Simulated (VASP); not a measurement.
Here is a VASP 6.6.1 calculation.

File INCAR:

```
PREC = Accurate ; ENCUT = 500
EDIFF = 1E-6 ; ISMEAR = 1
SIGMA = 0.15 ; LREAL = False
LASPH = True ; NELM = 120
ALGO = Normal ; ISIF = 2
LWAVE = False ; LCHARG = False
GGA = PS ; NBANDS = 11
GGA_COMPAT = False
```

KPOINTS

```
regular mesh
0
Gamma
  13 13 13
```

POSCAR

```
Pt
1.0
    0.0000000000      1.9867042750      1.9867042750
    1.9867042750      0.0000000000      1.9867042750
    1.9867042750      1.9867042750      0.0000000000
Pt
1
Direct
    0.0000000000      0.0000000000      0.0000000000
```

Potentials or basis: VASP PAW PBE potentials, release 64 (Pt).

The run is started by

```sh
$ cat potpaw_PBE.64/Pt/POTCAR > POTCAR
$ mpirun -np 1 vasp_std > vasp.out
```

Problem. Predict the band gap on the k mesh.

Solution. Zero (band 5 reaches 10.74 eV, above the bottom of band 6 at 8.72 eV).

Problem. Predict the pressure.

Solution. -11.3 GPa.

Caveat: the PAW data sets were made with another functional, which shifts forces and pressure a little; spin-orbit coupling is left out, which moves the levels of the heavy elements.
